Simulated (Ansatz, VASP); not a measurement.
# One calculation of ReAg2Br6, two programs

```
Re Ag Br
1.0
     6.85930    0.00000    0.00000
    -3.42965    5.94033    0.00000
    -3.42965    1.98011    5.81965
Re Ag Br
1 2 6
Direct
  0.50000 0.50000 0.50010
  0.76570 0.23430 0.29700
  0.23430 0.76570 0.70300
  0.37217 0.26833 0.25641
  0.73167 0.84743 0.25641
  0.15257 0.62783 0.25641
  0.62783 0.73167 0.74359
  0.26833 0.15257 0.74359
  0.84743 0.37217 0.74359
```

Alike in both runs: task single point; functional PBE; k mesh 3 × 3 × 3; occupations gaussian, width 0.2243 eV; no spin polarisation; Hubbard terms Br p U = 1.62 eV.

```csv
,VASP,Ansatz
version,VASP 6.6.1,Ansatz 0.2.0
potentials or method,"VASP PAW PBE potentials, release 64 (Re, Ag, Br), cutoff 600 eV",PAW plane waves
valence electrons in the cell,71,95
```

```csv
,VASP,Ansatz,Ansatz less VASP
gap on the k mesh at the Fermi level (eV),none,none,-
pressure (GPa),3.1,3.5,+0.40
"traceless stress, the component that is largest in VASP (GPa)",0.23,0.25,+0.023
rms of the force components (eV/Å),0.310,0.330,+0.0205
```

The programs project onto different local orbitals, so the same U acts differently, and such runs can settle in different states. Atom by atom the forces differ by 0.021 eV/Å (rms over components). A gap of «none» marks a metal or a gap that the smearing closes. VASP's potentials hold 71 valence electrons a cell and Ansatz's 95, so a difference there can come from the potentials and not from the codes. Ansatz's warnings: filled band counts differ across k points, structure snapped to symmetry.

The k mesh is coarse, so the values compare programs but aren't converged. Neither program's run includes spin-orbit coupling.
